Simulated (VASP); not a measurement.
# Sr3Ag (Pm-3m) in VASP: a series of runs

Runs on Sr3Ag. Level: PBE. Tasks: single point.

Program: VASP 6.6.1. These are calculated values, not measurements. Logs are shortened: lines on timing, memory, paths and dates and some standing lists are left out, and cuts for length are marked.

## Step 1: The cell of the first run

Symmetry: Pm-3m, No. 221, cubic system. The conventional cell has a = 5.301 Å, b = 5.301 Å, c = 5.301 Å, α = 90.00°, β = 90.00°, γ = 90.00°. Sr (site symmetry 4/mmm) has 8 Sr at 3.75 Å and 4 Ag at 3.75 Å within 4.9 Å. Ag (site symmetry m-3m) has 12 Sr at 3.75 Å within 4.9 Å.

## Step 2: Single point, PBE

The input, INCAR:

```
ALGO = Normal ; EDIFF = 1E-7
ENCUT = 520 ; GGA = PE
ISIF = 2 ; ISMEAR = 1
LASPH = T ; LCHARG = F
LREAL = F ; LWAVE = F
NBANDS = 28 ; NELM = 100
PREC = Accurate ; SIGMA = 0.1
```

The input, KPOINTS:

```
k-points
0
Gamma
  4 4 4
```

The input, POSCAR:

```
Sr3Ag
1.0
    5.3013815247      0.0000000000      0.0000000000
    0.0000000000      5.3013815247      0.0000000000
    0.0000000000      0.0000000000      5.3013815247
Sr Ag
3 1
Direct
    0.0000000000      0.5000000000      0.5000000000
    0.5000000000      0.0000000000      0.5000000000
    0.5000000000      0.5000000000      0.0000000000
    0.0000000000      0.0000000000      0.0000000000
```

Potentials or basis: VASP PAW PBE potentials, release 64 (Sr_sv, Ag).

Run with:

```console
cat potpaw_PBE.64/Sr_sv/POTCAR potpaw_PBE.64/Ag/POTCAR > POTCAR
mpirun -np 1 vasp_std > vasp.out
```

OUTCAR:

```text
EDIFF = 1E-7
   ENCUT = 520
   GGA = PE
   ISIF = 2
   ISMEAR = 1
   LASPH = T
   LREAL = F
   NELM = 100
   PREC = Accurate

 ion  position               nearest neighbor table
   1  0.000  0.500  0.500-   2 3.75   3 3.75   4 3.75   3 3.75   4 3.75   2 3.75   4 3.75   4 3.75
                             2 3.75   3 3.75   3 3.75   2 3.75
   2  0.500  0.000  0.500-   1 3.75   3 3.75   4 3.75   3 3.75   4 3.75   1 3.75   3 3.75   3 3.75
                             1 3.75   4 3.75   4 3.75   1 3.75
   3  0.500  0.500  0.000-   1 3.75   2 3.75   4 3.75   1 3.75   2 3.75   2 3.75   4 3.75   2 3.75
                             1 3.75   4 3.75   1 3.75   4 3.75
   4  0.000  0.000  0.000-   1 3.75   2 3.75   3 3.75   1 3.75   2 3.75   1 3.75   3 3.75   1 3.75
                             2 3.75   3 3.75   2 3.75   3 3.75

  LATTYP: Found a simple cubic cell.
 ALAT       =     5.3013815247

  Lattice vectors:

 A1 = (   5.3013815247,   0.0000000000,   0.0000000000)
 A2 = (   0.0000000000,   5.3013815247,   0.0000000000)
 A3 = (   0.0000000000,   0.0000000000,   5.3013815247)

Analysis of symmetry for initial positions (statically):
=====================================================================
 Subroutine PRICEL returns:
 Original cell was already a primitive cell.

 Routine SETGRP: Setting up the symmetry group for a
 simple cubic supercell.

 Subroutine GETGRP returns: Found 48 space group operations
 (whereof 48 operations were pure point group operations)
 out of a pool of 48 trial point group operations.

The static configuration has the point symmetry O_h .

Analysis of symmetry for dynamics (positions and initial velocities):
=====================================================================
 Subroutine PRICEL returns:
 Original cell was already a primitive cell.

 Routine SETGRP: Setting up the symmetry group for a
 simple cubic supercell.

 Subroutine GETGRP returns: Found 48 space group operations
 (whereof 48 operations were pure point group operations)
 out of a pool of 48 trial point group operations.

The dynamic configuration has the point symmetry O_h .

 Subroutine INISYM returns: Found 48 space group operations
 (whereof 48 operations are pure point group operations),
 and found     1 'primitive' translations

[... 77 lines left out ...]
   ISPIN  =      1    spin polarized calculation?
   LNONCOLLINEAR =      F non collinear calculations
   LSORBIT =      F    spin-orbit coupling
   LASPH  =      T    aspherical Exc in radial PAW
   ENCUT  =  520.0 eV  38.22 Ry    6.18 a.u.   9.86  9.86  9.86*2*pi/ulx,y,z
   NELM   =    100;   NELMIN=  2; NELMDL= -5     # of ELM steps
   EDIFF  = 0.1E-06   stopping-criterion for ELM
   LREAL  =      F    real-space projection
   EDIFFG = 0.1E-05   stopping-criterion for IOM
   NSW    =      0    number of steps for IOM
   IBRION =     -1    ionic relax: 0-MD 1-quasi-New 2-CG
   NFREE  =      0    steps in history (QN), initial steepest desc. (CG)
   ISIF   =      2    stress and relaxation
   ISYM   =      2    0-nonsym 1-usesym 2-fastsym
   POTIM  = 0.5000    time-step for ionic-motion
   TEBEG  =    0.0;   TEEND  =   0.0 temperature during run
   PSTRESS=    0.0 pullay stress
   NELECT =      41.0000    total number of electrons
   NUPDOWN=      -1.0000    fix difference up-down
   EMIN   =  10.00;   EMAX   =-10.00  energy-range for DOS
   EFERMI =   0.00;   METHOD = LEGACY
   ISMEAR =     1;   SIGMA  =   0.10  broadening in eV -4-tet -1-fermi 0-gaus
   EFERMI_NEDOS =   21; number of points for ismear=-14 and -15
   IALGO  =     38    algorithm
   IMIX   =      4    mixing-type and parameters
     AMIX     =   0.40;   BMIX     =  1.00
     AMIX_MAG =   1.60;   BMIX_MAG =  1.00
  volume/ion in A,a.u.               =      37.25       251.36
  Fermi-wavevector in a.u.,A,eV,Ry     =   1.064830  2.012237 15.427150  1.133864
  Thomas-Fermi vector in A             =   2.200362
   LORBIT       =      0    0 simple, 1 ext, 2 COOP (PROOUT), +10 PAW based schemes
   GGA     = PE    functional components
   LHFCALC =     F    Hartree Fock is set to
   AEXX    =    0.0000 exact exchange contribution
   IVDW    =     0    specifies the selected vdW correction
   LEPSILON=     F    determine dielectric tensor
   LRPA    =     F    only Hartree local field effects (RPA)
 non-spin polarized calculation
 Methfessel and Paxton  Order N= 1 SIGMA  =   0.10
  energy-cutoff  :      520.00
  volume of cell :      148.99
 maximum number of plane-waves:      4032
 NGX is ok and might be reduce to    40
   NGX = 19   NGY = 19   NGZ = 19

 number of electron      40.9999999 magnetization

 Free energy of the ion-electron system (eV)
  ---------------------------------------------------
  ext. energy  EPLUGINS =         0.00000000
  ---------------------------------------------------
  free energy    TOTEN  =        -7.48897058 eV

  energy without entropy =       -7.48659789  energy(sigma->0) =       -7.48817968

 E-fermi :   3.0080     XC(G=0):  -8.5546

 val. band max:        2.7722778680   @ k =   0.5000   0.2500   0.0000
 cond. band min:       3.0533650906   @ k =   0.2500   0.2500   0.0000
 fundamental gap:      0.2810872225
 Fermi energy:         3.0079576915

 k-point     1 :       0.0000    0.0000    0.0000
  band No.  band energies     occupation
      1     -33.2832      2.00000
      2     -33.2062      2.00000
      3     -33.2062      2.00000
      4     -15.5150      2.00000
      5     -15.5150      2.00000
      6     -15.5150      2.00000
[... 299 lines left out ...]
     27       5.5593      0.00000
     28       5.5593      0.00000

------------------------ aborting loop because EDIFF is reached ----------------------------------------

  FORCE on cell =-STRESS in cart. coord.  units (eV):
  Direction    XX          YY          ZZ          XY          YZ          ZX
  --------------------------------------------------------------------------------------
  -------------------------------------------------------------------------------------
  Total        1.7954209      1.7954209      1.7954209      0.0000000      0.0000000     -0.0000000
  in kB       19.3067724     19.3067724     19.3067724      0.0000000      0.0000000     -0.0000000
  external PRESSURE =      19.3067724 kB  Pullay stress =       0.0000000 kB

 VOLUME and BASIS-vectors are now :
 -----------------------------------------------------------------------------
  energy-cutoff  :      520.00
  volume of cell :      148.99
      direct lattice vectors                 reciprocal lattice vectors
     5.301381525  0.000000000  0.000000000     0.188630076  0.000000000  0.000000000
     0.000000000  5.301381525  0.000000000     0.000000000  0.188630076  0.000000000
     0.000000000  0.000000000  5.301381525     0.000000000  0.000000000  0.188630076

 POSITION                                       TOTAL-FORCE (eV/Angst)
 -----------------------------------------------------------------------------------
      0.00000      2.65069      2.65069         0.000000      0.000000      0.000000
      2.65069      0.00000      2.65069         0.000000      0.000000      0.000000
      2.65069      2.65069      0.00000         0.000000      0.000000      0.000000
      0.00000      0.00000      0.00000         0.000000      0.000000      0.000000
 -----------------------------------------------------------------------------------
    total drift:                               -0.000000     -0.000000     -0.000000

  FREE ENERGIE OF THE ION-ELECTRON SYSTEM (eV)
  ---------------------------------------------------
  free  energy   TOTEN  =        -7.4889705766 eV

  energy  without entropy=       -7.4865978948  energy(sigma->0) =       -7.48817968
```

It took 34 s on 1 thread of Intel Xeon Platinum 8375C at 2.90GHz (Ice Lake), shared host; peak memory 0.25 GiB.

Results:

- Free energy: -7.4890 eV
- Pressure: 1.9 GPa
- Band gap on the k mesh: zero (an odd number of electrons rules out a gap without spin polarisation)

Levels at points of the mesh, in eV from the Fermi level:
```csv
k point,band 17,band 18,band 19,band 20,band 21,band 22,band 23,band 24
"(0.00, 0.00, 0.00)",-4.22,-4.22,-1.66,0.42,0.42,0.78,0.78,0.78
"(0.50, 0.00, 0.00)",-4.18,-3.00,-2.54,-0.40,0.53,0.53,1.00,1.55
"(0.50, 0.50, 0.00)",-4.10,-2.33,-1.30,-1.30,-0.66,0.47,1.09,1.30
"(0.50, 0.50, 0.50)",-4.12,-2.56,-0.47,-0.47,-0.47,0.42,0.42,0.42
```

## Step 3: Single point, PBE

This run uses another cell than the first one, of 38.28 Å³/atom.

The input, INCAR:

```
PREC = Accurate
ENCUT = 520
EDIFF = 1E-7
ISMEAR = 1
SIGMA = 0.1
LREAL = False
LASPH = True
NELM = 100
ALGO = Normal
ISIF = 2
LWAVE = False
LCHARG = False
GGA = PE
NBANDS = 28
```

The input, KPOINTS:

```
Automatic mesh
0
Gamma
  4 4 4
```

The input, POSCAR:

```
Sr3Ag
1.0
    5.3500207694      0.0000000000      0.0000000000
    0.0000000000      5.3500207694      0.0000000000
    0.0000000000      0.0000000000      5.3500207694
Sr Ag
3 1
Direct
    0.0000000000      0.5000000000      0.5000000000
    0.5000000000      0.0000000000      0.5000000000
    0.5000000000      0.5000000000      0.0000000000
    0.0000000000      0.0000000000      0.0000000000
```

Potentials or basis: VASP PAW PBE potentials, release 64 (Sr_sv, Ag).

Run with:

```console
cat potpaw_PBE.64/Sr_sv/POTCAR potpaw_PBE.64/Ag/POTCAR > POTCAR
mpirun -np 1 vasp_std > vasp.out
```

It took 35 s on 1 thread of Intel Xeon Platinum 8375C at 2.90GHz (Ice Lake), shared host; peak memory 0.25 GiB.

It converged, with:

| Quantity | Value |
| --- | --- |
| Free energy | -7.5313 eV |
| Pressure | 1.3 GPa |
| Band gap on the k mesh | zero (an odd number of electrons rules out a gap without spin polarisation) |

Levels at points of the mesh, in eV from the Fermi level:
```
           k point  band 16  band 17  band 18  band 19  band 20  band 21  band 22  band 23  band 24  band 25
(0.00, 0.00, 0.00)    -4.19    -4.19    -4.19    -1.62     0.40     0.40     0.77     0.77     0.77     1.66
(0.50, 0.00, 0.00)    -4.15    -4.15    -2.99    -2.55    -0.38     0.52     0.52     1.00     1.51     1.81
(0.50, 0.50, 0.00)    -4.15    -4.08    -2.32    -1.32    -1.32    -0.72     0.48     1.05     1.29     1.29
(0.50, 0.50, 0.50)    -4.09    -4.09    -2.51    -0.49    -0.49    -0.49     0.37     0.37     0.37     0.77
```

## Step 4: Single point, PBE

This run uses another cell than the first one, of 39.32 Å³/atom.

The input, INCAR:

```
ALGO = Normal ; EDIFF = 1E-7
ENCUT = 520 ; GGA = PE
ISIF = 2 ; ISMEAR = 1
LASPH = T ; LCHARG = T
LELF = T ; LREAL = F
LVHAR = T ; LWAVE = F
NBANDS = 28 ; NELM = 60
PREC = Accurate ; SIGMA = 0.1
```

The input, KPOINTS:

```
k-points
0
Gamma
  4 4 4
```

The input, POSCAR:

```
Sr3Ag
1.0
    5.3977913396      0.0000000000      0.0000000000
    0.0000000000      5.3977913396      0.0000000000
    0.0000000000      0.0000000000      5.3977913396
Sr Ag
3 1
Direct
    0.0000000000      0.5000000000      0.5000000000
    0.5000000000      0.0000000000      0.5000000000
    0.5000000000      0.5000000000      0.0000000000
    0.0000000000      0.0000000000      0.0000000000
```

Run with:

```console
cat potpaw_PBE.64/Sr_sv/POTCAR potpaw_PBE.64/Ag/POTCAR > POTCAR
mpirun -np 1 vasp_std > vasp.out
```

Wall time 36 s (1 thread of Intel Xeon Platinum 8375C at 2.90GHz (Ice Lake), shared host); peak memory 0.25 GiB.

The run converged. Its results:

- Free energy: -7.5593 eV
- Pressure: 0.8 GPa
- Band gap on the k mesh: zero (an odd number of electrons rules out a gap without spin polarisation)

Levels at points of the mesh, in eV from the Fermi level:
```
           k point  band 18  band 19  band 20  band 21  band 22  band 23
(0.00, 0.00, 0.00)    -4.16    -1.58     0.38     0.38     0.77     0.77
(0.50, 0.00, 0.00)    -2.97    -2.56    -0.36     0.52     0.52     1.00
(0.50, 0.50, 0.00)    -2.31    -1.33    -1.33    -0.77     0.49     1.02
(0.50, 0.50, 0.50)    -2.46    -0.52    -0.52    -0.52     0.32     0.32
```

## Step 5: Summary

```tsv
cell	gap on the mesh (eV)	pressure (GPa)
a = 5.301 Å, 4 atoms	none	1.9
a = 5.350 Å, 4 atoms	none	1.3
a = 5.398 Å, 4 atoms	none	0.8
```

Alike in all rows: task single point; level PBE; potentials or basis VASP PAW PBE potentials, release 64 (Sr_sv, Ag); no spin polarisation; k mesh 4 × 4 × 4; cutoff (eV) 520; smearing methfessel-paxton 0.1 eV.

Absolute energies hang on the potentials; compare differences alone.
